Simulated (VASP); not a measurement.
Set up this calculation in VASP 6.6.1, as the native input.

* Task: relaxation of cell and atoms
* Functional: PBEsol
* Potentials or basis: VASP PAW PBE potentials, release 64 (Mg)
* Cutoff: 600 eV
* k mesh: 20 × 20 × 20
* Occupations: gaussian, width 0.1 eV
* Spin: no spin polarisation
* Target pressure: 90 GPa
* Dipole correction: no
* Further INCAR settings: ALGO = Fast; EDIFF = 1e-06; IBRION = 2; EDIFFG = -0.008; NSW = 70; ISIF = 3

The structure of Mg lies in POSCAR:

```
Mg
1.0
   -1.4612864007      1.4612864007      1.4608596008
    1.4612864007     -1.4612864007      1.4608596008
    1.4612864007      1.4612864007     -1.4608596008
Mg
1
Direct
    0.0000000000      0.0000000000      0.0000000000
```

This isn't the form of Mg at room conditions, which is hcp.

These files were run (other wordings do the same):

INCAR

```
  PREC = Accurate
  ENCUT = 600
  EDIFF = 1E-6
  ISMEAR = 0
  SIGMA = 0.1
  LREAL = False
  LASPH = True
  NELM = 80
  ALGO = Fast
  ISIF = 3
  LWAVE = False
  LCHARG = False
  GGA = PS
  IBRION = 2
  NSW = 70
  EDIFFG = -0.008
  PSTRESS = 900.0
```

KPOINTS

```
Automatic mesh
0
Gamma
  20 20 20
```

Potentials or basis: VASP PAW PBE potentials, release 64 (Mg).

Command:

```sh
$ cat potpaw_PBE.64/Mg/POTCAR > POTCAR
$ mpirun -np 1 vasp_std > vasp.out
```

It gave:

```json
{
 "Relaxed volume": "11.58 Å³/atom",
 "Relaxed cell": "a = 2.468 Å, b = 2.468 Å, c = 2.468 Å, α = 109.47°, β = 109.47°, γ = 109.48°",
 "Space group after relaxing (to 0.1 Å)": "Im-3m (No. 229)",
 "Energy change on relaxing (the run minimises the enthalpy)": "+444.3 meV/atom",
 "Ionic steps": "7",
 "Pressure after relaxing": "90.0 GPa",
 "Band gap on the k mesh": "zero (bands 1 and 2 overlap by 4.76 eV)"
}
```

Caveat: the cell is relaxed towards a set pressure, so the run minimises the enthalpy, not the energy; the PAW data sets were made with another functional, which shifts forces and pressure a little.

Run time: 82 s on 1 thread of Intel Xeon 8259CL, on a shared host, peak memory 0.19 GiB.
